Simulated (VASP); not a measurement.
# NiO (Fm-3m) in VASP: notebook

NiO is run at these levels: PBEsol; tasks: single point.

Everything below comes from runs of VASP 6.6.1. Logs are shortened: lines on timing, memory, paths and dates and some standing lists are left out, and cuts for length are marked.

## (1) The cell of the first run

The structure is cubic, space group Fm-3m (No. 225). Conventional cell: a = 4.183 Å, b = 4.183 Å, c = 4.183 Å, α = 90.00°, β = 90.00°, γ = 90.00°. Within 2.8 Å of Ni (site symmetry m-3m) lie 6 O at 2.09 Å. O (site symmetry m-3m) has 6 Ni at 2.09 Å within 2.8 Å.

## (2) Single point, PBEsol, collinear spin, ferromagnetic start

INCAR

```
PREC = Accurate
ENCUT = 520
EDIFF = 1E-7
ISMEAR = 0
SIGMA = 0.15
LREAL = False
LASPH = True
NELM = 150
ALGO = Normal
ISIF = 2
LWAVE = False
LCHARG = False
ISPIN = 2
MAGMOM = 1.05 0.17
LORBIT = 11
LMAXMIX = 4
GGA = PS
NBANDS = 19
```

KPOINTS

```
regular mesh
0
Gamma
  20 20 20
```

POSCAR

```
NiO
1.0
    0.0000000000      2.0913100000      2.0913100000
    2.0913100000      0.0000000000      2.0913100000
    2.0913100000      2.0913100000      0.0000000000
Ni O
1 1
Direct
    0.0000000000      0.0000000000      0.0000000000
    0.5000000000      0.5000000000      0.5000000000
```

Potentials or basis: VASP PAW PBE potentials, release 64 (Ni, O).

Command:

```
$ cat potpaw_PBE.64/Ni/POTCAR potpaw_PBE.64/O/POTCAR > POTCAR
$ mpirun -np 1 vasp_std > vasp.out
```

OUTCAR:

```text
PREC = Accurate
   ENCUT = 520
   EDIFF = 1E-7
   ISMEAR = 0
   LREAL = False
   LASPH = True
   NELM = 150
   ISIF = 2
   ISPIN = 2
   LORBIT = 11
   GGA = PS

 ion  position               nearest neighbor table
   1  0.000  0.000  0.000-   2 2.09   2 2.09   2 2.09   2 2.09   2 2.09   2 2.09
   2  0.500  0.500  0.500-   1 2.09   1 2.09   1 2.09   1 2.09   1 2.09   1 2.09

  LATTYP: Found a face centered cubic cell.
 ALAT       =     4.1826200000

  Lattice vectors:

 A1 = (   0.0000000000,   2.0913100000,   2.0913100000)
 A2 = (   2.0913100000,   0.0000000000,   2.0913100000)
 A3 = (   2.0913100000,   2.0913100000,   0.0000000000)

Analysis of symmetry for initial positions (statically):
=====================================================================
 Subroutine PRICEL returns:
 Original cell was already a primitive cell.

 Routine SETGRP: Setting up the symmetry group for a
 face centered cubic supercell.

 Subroutine GETGRP returns: Found 48 space group operations
 (whereof 48 operations were pure point group operations)
 out of a pool of 48 trial point group operations.

The static configuration has the point symmetry O_h .

Analysis of symmetry for dynamics (positions and initial velocities):
=====================================================================
 Subroutine PRICEL returns:
 Original cell was already a primitive cell.

 Routine SETGRP: Setting up the symmetry group for a
 face centered cubic supercell.

 Subroutine GETGRP returns: Found 48 space group operations
 (whereof 48 operations were pure point group operations)
 out of a pool of 48 trial point group operations.

The dynamic configuration has the point symmetry O_h .

Analysis of structural, dynamic, and magnetic symmetry:
=====================================================================
 Subroutine PRICEL returns:
 Original cell was already a primitive cell.

 Routine SETGRP: Setting up the symmetry group for a
 face centered cubic supercell.

 Subroutine GETGRP returns: Found 48 space group operations
 (whereof 48 operations were pure point group operations)
 out of a pool of 48 trial point group operations.

The overall configuration has the point symmetry O_h .

 Subroutine INISYM returns: Found 48 space group operations
 (whereof 48 operations are pure point group operations),
 and found     1 'primitive' translations

----------------------------------------------------------------------------------------

                                     Primitive cell

  volume of cell :      18.2930

  direct lattice vectors                    reciprocal lattice vectors
     0.000000000  2.091310000  2.091310000    -0.239084593  0.239084593  0.239084593
     2.091310000  0.000000000  2.091310000     0.239084593 -0.239084593  0.239084593
     2.091310000  2.091310000  0.000000000     0.239084593  0.239084593 -0.239084593

  length of vectors
     2.957558965  2.957558965  2.957558965     0.414106662  0.414106662  0.414106662

  position of ions in fractional coordinates (direct lattice)
     0.000000000  0.000000000  0.000000000
     0.500000000  0.500000000  0.500000000

  ion indices of the primitive-cell ions
   primitive index   ion index
                 1           1
                 2           2

----------------------------------------------------------------------------------------

 KPOINTS: regular mesh

Automatic generation of k-mesh.
 Grid dimensions read from file:
 generate k-points for:   20   20   20

 Generating k-lattice:

  Cartesian coordinates                     Fractional coordinates (reciprocal lattice)
    -0.011954230  0.011954230  0.011954230     0.050000000  0.000000000  0.000000000
     0.011954230 -0.011954230  0.011954230     0.000000000  0.050000000  0.000000000
     0.011954230  0.011954230 -0.011954230     0.000000000  0.000000000  0.050000000

  Length of vectors
     0.020705333  0.020705333  0.020705333

  Shift w.r.t. Gamma in fractional coordinates (k-lattice)
     0.000000000  0.000000000  0.000000000

 Subroutine IBZKPT returns following result:
 ===========================================

 Found    256 irreducible k-points:

 Following reciprocal coordinates:
            Coordinates               Weight
  0.000000  0.000000  0.000000      1.000000
  0.050000  0.000000  0.000000      8.000000
  0.100000  0.000000  0.000000      8.000000
  0.150000  0.000000  0.000000      8.000000
  0.200000  0.000000  0.000000      8.000000
  0.250000  0.000000  0.000000      8.000000
[... 16 lines left out ...]
 -0.400000  0.050000  0.000000     24.000000
 -0.350000  0.050000  0.000000     24.000000
 [... further k-points ...]
   k-points           NKPTS =    256   k-points in BZ     NKDIM =    256   number of bands    NBANDS=     19
   number of dos      NEDOS =    301   number of ions     NIONS =      2
   total plane-waves  NPLWV =  13824
   dimension x,y,z NGX =    24 NGY =   24 NGZ =   24
   dimension x,y,z NGXF=    48 NGYF=   48 NGZF=   48
   ions per type =               1   1
   NGX,Y,Z   is equivalent  to a cutoff of  13.49, 13.49, 13.49 a.u.
   NGXF,Y,Z  is equivalent  to a cutoff of  26.98, 26.98, 26.98 a.u.
 SYSTEM =  unknown system
   PREC   = accura    normal or accurate (medium, high low for compatibility)
   ISTART =      0    job   : 0-new  1-cont  2-samecut
   ICHARG =      2    charge: 1-file 2-atom 10-const
   ISPIN  =      2    spin polarized calculation?
   LNONCOLLINEAR =      F non collinear calculations
   LSORBIT =      F    spin-orbit coupling
   LASPH  =      T    aspherical Exc in radial PAW
   ENCUT  =  520.0 eV  38.22 Ry    6.18 a.u.   5.50  5.50  5.50*2*pi/ulx,y,z
   NELM   =    150;   NELMIN=  2; NELMDL= -5     # of ELM steps
   EDIFF  = 0.1E-06   stopping-criterion for ELM
   LREAL  =      F    real-space projection
   EDIFFG = 0.1E-05   stopping-criterion for IOM
   NSW    =      0    number of steps for IOM
   IBRION =     -1    ionic relax: 0-MD 1-quasi-New 2-CG
   NFREE  =      0    steps in history (QN), initial steepest desc. (CG)
   ISIF   =      2    stress and relaxation
   ISYM   =      2    0-nonsym 1-usesym 2-fastsym
   POTIM  = 0.5000    time-step for ionic-motion
   TEBEG  =    0.0;   TEEND  =   0.0 temperature during run
   PSTRESS=    0.0 pullay stress
   NELECT =      16.0000    total number of electrons
   NUPDOWN=      -1.0000    fix difference up-down
   EMIN   =  10.00;   EMAX   =-10.00  energy-range for DOS
   EFERMI =   0.00;   METHOD = LEGACY
   ISMEAR =     0;   SIGMA  =   0.15  broadening in eV -4-tet -1-fermi 0-gaus
   EFERMI_NEDOS =   21; number of points for ismear=-14 and -15
   IALGO  =     38    algorithm
   IMIX   =      4    mixing-type and parameters
     AMIX     =   0.40;   BMIX     =  1.00
     AMIX_MAG =   1.60;   BMIX_MAG =  1.00
  volume/ion in A,a.u.               =       9.15        61.72
  Fermi-wavevector in a.u.,A,eV,Ry     =   1.565620  2.958593 33.350146  2.451167
  Thomas-Fermi vector in A             =   2.668069
   LORBIT       =     11    0 simple, 1 ext, 2 COOP (PROOUT), +10 PAW based schemes
   GGA     = PS    functional components
   LHFCALC =     F    Hartree Fock is set to
   AEXX    =    0.0000 exact exchange contribution
   IVDW    =     0    specifies the selected vdW correction
   LEPSILON=     F    determine dielectric tensor
   LRPA    =     F    only Hartree local field effects (RPA)
 spin polarized calculation
 Gauss-broadening in eV      SIGMA  =   0.15
  energy-cutoff  :      520.00
  volume of cell :       18.29
 maximum number of plane-waves:       531
 NGX is ok and might be reduce to    24
   NGX = 11   NGY = 11   NGZ = 11

 number of electron      16.0000005 magnetization       1.4068002

 Free energy of the ion-electron system (eV)
  ---------------------------------------------------
  ext. energy  EPLUGINS =         0.00000000
  ---------------------------------------------------
  free energy    TOTEN  =       -12.38069016 eV

  energy without entropy =      -12.36194187  energy(sigma->0) =      -12.37131601

 E-fermi :   7.6669     XC(G=0): -12.9162

 val. band max:        7.6660150120   @ k =   0.1500   0.0000   0.0000
 cond. band min:       7.6718484594   @ k =   0.1500   0.1500   0.0000
 fundamental gap:      0.0058334474
 Fermi energy:         7.6669168266

 spin component 1

 k-point     1 :       0.0000    0.0000    0.0000
  band No.  band energies     occupation
      1     -12.6782      1.00000
      2       4.5920      1.00000
      3       4.5920      1.00000
      4       4.5920      1.00000
      5       4.9309      1.00000
      6       4.9310      1.00000
[... 11 lines left out ...]
     18      33.4489      0.00000
     19      33.4490      0.00000
[... 485 lines left out ...]
 k-point    24 :      -0.3500    0.0500    0.0000
  band No.  band energies     occupation
      1     -11.5483      1.00000
      2       0.0705      1.00000
      3       2.0636      1.00000
      4       2.1618      1.00000
      5       5.8151      1.00000
      6       5.8370      1.00000
[... 11 lines left out ...]
     18      37.5972      0.00000
     19      38.4094      0.00000

 [... further k-points ...]

 spin component 2

 k-point     1 :       0.0000    0.0000    0.0000
  band No.  band energies     occupation
      1     -12.3412      1.00000
      2       4.9869      1.00000
      3       4.9869      1.00000
      4       4.9869      1.00000
      5       5.9695      1.00000
      6       5.9696      1.00000
[... 11 lines left out ...]
     18      33.9127      0.00000
     19      33.9127      0.00000
[... 485 lines left out ...]
 k-point    24 :      -0.3500    0.0500    0.0000
  band No.  band energies     occupation
      1     -11.1832      1.00000
      2       0.3885      1.00000
      3       2.8945      1.00000
      4       2.9344      1.00000
      5       6.6567      1.00000
      6       6.7459      1.00000
[... 11 lines left out ...]
     18      37.8802      0.00000
     19      38.7493      0.00000

 [... further k-points ...]

------------------------ aborting loop because EDIFF is reached ----------------------------------------

  FORCE on cell =-STRESS in cart. coord.  units (eV):
  Direction    XX          YY          ZZ          XY          YZ          ZX
  --------------------------------------------------------------------------------------
  -------------------------------------------------------------------------------------
  Total       -0.9897577     -0.9897577     -0.9897577      0.0000000      0.0000000      0.0000000
  in kB      -86.6870512    -86.6870512    -86.6870512      0.0000000      0.0000000      0.0000000
  external PRESSURE =     -86.6870512 kB  Pullay stress =       0.0000000 kB

 VOLUME and BASIS-vectors are now :
 -----------------------------------------------------------------------------
  energy-cutoff  :      520.00
  volume of cell :       18.29
      direct lattice vectors                 reciprocal lattice vectors
     0.000000000  2.091310000  2.091310000    -0.239084593  0.239084593  0.239084593
     2.091310000  0.000000000  2.091310000     0.239084593 -0.239084593  0.239084593
     2.091310000  2.091310000  0.000000000     0.239084593  0.239084593 -0.239084593

 POSITION                                       TOTAL-FORCE (eV/Angst)
 -----------------------------------------------------------------------------------
      0.00000      0.00000      0.00000        -0.000000      0.000000      0.000000
      2.09131      2.09131      2.09131         0.000000      0.000000      0.000000
 -----------------------------------------------------------------------------------
    total drift:                                0.000000     -0.000000     -0.000000

  FREE ENERGIE OF THE ION-ELECTRON SYSTEM (eV)
  ---------------------------------------------------
  free  energy   TOTEN  =       -12.3806901612 eV

  energy  without entropy=      -12.3619418672  energy(sigma->0) =      -12.37131601

 total charge

# of ion       s       p       d       tot
------------------------------------------
    1        0.332   0.402   8.283   9.017
    2        1.556   3.375   0.000   4.931
--------------------------------------------------
tot          1.888   3.776   8.283  13.947

 magnetization (x)

# of ion       s       p       d       tot
------------------------------------------
    1        0.010   0.014   1.147   1.171
    2        0.024   0.177   0.000   0.201
--------------------------------------------------
tot          0.035   0.191   1.147   1.373
```

Run time: 76 s. Hardware: 1 thread of Intel Xeon 6975P-C (Granite Rapids), shared host; peak memory 0.26 GiB.

What came out:

| Property | Result |
| --- | --- |
| Free energy | -12.3807 eV |
| Pressure | -8.7 GPa |
| Net moment | 1.41 μB per cell |
| Site moments | Ni +1.17; O +0.20 μB |
| Valence electrons inside the program's atomic spheres | Ni 9.02; O 4.93 |

Caveat: the PAW data sets were made with another functional, which shifts forces and pressure a little; a cell with one magnetic atom can't hold antiferromagnetic order, which such compounds often take; semilocal functionals often make such compounds metallic where correlation or magnetic order opens a gap, which also shifts bond lengths.

## (3) Single point, PBEsol, collinear spin, ferromagnetic start

INCAR

```
SYSTEM = NiO
ALGO = Normal ; EDIFF = 1E-7
ENCUT = 520 ; GGA = PS
ISIF = 2 ; ISMEAR = 0
ISPIN = 2 ; LASPH = .True.
LCHARG = .False. ; LMAXMIX = 4
LORBIT = 11 ; LREAL = .False.
LWAVE = .False. ; MAGMOM = 1.05 0.17
NBANDS = 19 ; NELM = 150
PREC = Accurate ; SIGMA = 0.15
```

KPOINTS

```
k-points
0
Gamma
  22 22 22
  0 0 0
```

POSCAR is that of step 2.

Potentials or basis: VASP PAW PBE potentials, release 64 (Ni, O).

Command:

```
$ cat potpaw_PBE.64/Ni/POTCAR potpaw_PBE.64/O/POTCAR > POTCAR
$ mpirun -np 1 vasp_std > vasp.out
```

Wall time 1.7 min (1 thread of Intel Xeon 6975P-C (Granite Rapids), shared host); peak memory 0.29 GiB.

It converged, with:

```yaml
Free_energy: -12.3807 eV
Pressure: -8.7 GPa
Net_moment: 1.41 μB per cell
Site_moments: Ni +1.17; O +0.20 μB
Valence_electrons_inside_the_program's_atomic_spheres: Ni 9.02; O 4.93
```

Levels at points of the mesh, in eV from the Fermi level:
Spin up:
```tsv
k point	band 5	band 6	band 7	band 8	band 9	band 10	band 11	band 12	band 13	band 14
(0.00, 0.00, 0.00)	-2.74	-2.74	-2.42	-2.42	-2.42	1.43	17.61	18.78	18.78	18.78
(0.50, 0.00, 0.00)	-1.69	-1.69	-1.21	0.49	0.49	5.44	9.84	13.87	13.87	21.13
(0.50, 0.50, 0.00)	-3.34	-2.38	-1.83	-1.39	-1.39	6.06	10.38	12.11	16.43	16.43
```
Spin down:
```
           k point  band 4  band 5  band 6  band 7  band 8  band 9  band 10  band 11
(0.00, 0.00, 0.00)   -2.68   -1.70   -1.70   -1.70   -0.85   -0.85     1.71    17.58
(0.50, 0.00, 0.00)   -4.97   -0.81   -0.81   -0.45    1.97    1.97     5.59    10.25
(0.50, 0.50, 0.00)   -4.02   -2.71   -0.58   -0.58   -0.43    0.11     6.42    10.67
```

Caveat: the PAW data sets were made with another functional, which shifts forces and pressure a little; a cell with one magnetic atom can't hold antiferromagnetic order, which such compounds often take; semilocal functionals often make such compounds metallic where correlation or magnetic order opens a gap, which also shifts bond lengths. With open d or f shells a metallic result of PBEsol can be an artefact of self-interaction; +U or a hybrid may open a gap.
